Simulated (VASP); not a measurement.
Runs of VASP 6.6.1 on Zr. The structure is that of space group P6_3/mmc (No. 194), or close to it. The cells are those of the table. 

```csv
task,spin,cell,k mesh,cutoff (eV),gap on the mesh (eV),pressure (GPa)
single point,off,"a = 3.177, b = 3.177, c = 5.090 Å, angles 90.0, 90.0, 120.0°, 2 atoms",18 × 18 × 10,520,none,(b)
single point,off,"a = 3.393, b = 3.393, c = 5.435 Å, angles 90.0, 90.0, 120.0°, 2 atoms",18 × 18 × 10,520,none,-8.1
single point,off,"a = 3.267, b = 3.267, c = 5.233 Å, angles 90.0, 90.0, 120.0°, 2 atoms",6 × 6 × 3,500,none,0.5
single point,"non-collinear, zero start, SOC","a = 3.267, b = 3.267, c = 5.233 Å, angles 90.0, 90.0, 120.0°, 2 atoms",11 × 11 × 6,520,-,0.1
single point,off,"a = 3.223, b = 3.223, c = 5.162 Å, angles 90.0, 90.0, 120.0°, 2 atoms",18 × 18 × 10,520,none,(a)
relaxation of cell and atoms,off,"relaxed from a = 3.232, b = 3.232, c = 5.147 Å, angles 90.0, 90.0, 120.0°, 2 atoms",11 × 11 × 6,600,none,0.0
single point,off,"a = 3.310, b = 3.310, c = 5.302 Å, angles 90.0, 90.0, 120.0°, 2 atoms",18 × 18 × 10,520,none,-3.1
single point,off,"a = 3.130, b = 3.130, c = 5.015 Å, angles 90.0, 90.0, 120.0°, 2 atoms",18 × 18 × 10,520,none,14.2
single point,off,"a = 3.352, b = 3.352, c = 5.369 Å, angles 90.0, 90.0, 120.0°, 2 atoms",18 × 18 × 10,520,none,-5.8
single point,off,"a = 3.267, b = 3.267, c = 5.233 Å, angles 90.0, 90.0, 120.0°, 2 atoms",11 × 11 × 6,520,none,0.1
single point,off,"a = 3.267, b = 3.267, c = 5.233 Å, angles 90.0, 90.0, 120.0°, 2 atoms",18 × 18 × 10,520,none,0.1
```

Alike in all rows: level BLYP; potentials or basis VASP PAW PBE potentials, release 64 (Zr_sv); smearing fermi-dirac 0.1 eV.

**Question.** Estimate the missing entries.

**Answer.** (a) 4.0; (b) 8.6.

Caveats: some runs use coarse meshes; the PAW data sets were made with another functional, which shifts forces and pressure a little.

A k mesh can miss the band edges, and rows without SOC leave out spin-orbit coupling on Zr.

A gap of «none» marks levels without a gap at the run's occupations.
